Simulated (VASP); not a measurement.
Wanted: the native input for a VASP 6.6.1 run.

```
Task                   : relaxation of shape and atoms at fixed volume
Functional             : PBE
Potentials or basis    : VASP PAW PBE potentials, release 64 (Re, P)
Cutoff                 : 600 eV
k mesh                 : 10 × 10 × 8
Occupations            : gaussian, width 0.05 eV
Spin                   : no spin polarisation
Dipole correction      : no
Further INCAR settings : ALGO = Normal; EDIFF = 1e-06; IBRION = 2; EDIFFG = -0.01; NSW = 60; ISIF = 4
```

The structure of ReP lies in POSCAR:

```
ReP
1.0
    3.8506413611      0.0000000000      0.0000000000
   -1.9253206806      3.3347532396      0.0000000000
    0.0000000000      0.0000000000      5.1517102187
Re P
2 2
Direct
    0.0000000000      0.0000000000      0.0000000000
    0.0000000000      0.0000000000      0.5000000000
    0.3333333333      0.6666666667      0.2500000000
    0.6666666667      0.3333333333      0.7500000000
```

The input as run:

INCAR

```
ALGO = Normal
EDIFF = 1E-6
EDIFFG = -0.01
ENCUT = 600
GGA = PE
IBRION = 2
ISIF = 4
ISMEAR = 0
LASPH = T
LCHARG = F
LREAL = F
LWAVE = F
NELM = 80
NSW = 60
PREC = Accurate
SIGMA = 0.05
```

KPOINTS

```
k-points
0
Gamma
  10 10 8
```

Potentials or basis: VASP PAW PBE potentials, release 64 (Re, P).

Run with:

```bash
$ cat potpaw_PBE.64/Re/POTCAR potpaw_PBE.64/P/POTCAR > POTCAR
$ mpirun -np 1 vasp_std > vasp.out
```

Results of the run:

| Quantity | Value |
| --- | --- |
| Energy gained by relaxing | 1.0 meV/atom |
| Ionic steps | 3 |
| Pressure after relaxing | -12.2 GPa |
| Band gap on the k mesh | zero (bands 12 and 13 overlap by 1.11 eV) |

Caveat: spin-orbit coupling is left out, which moves the levels of the heavy elements.

It took 2.5 min on 1 thread of Intel(R) Xeon(R) 6975P-C (Granite Rapids), on a shared host, peak memory 0.26 GiB.
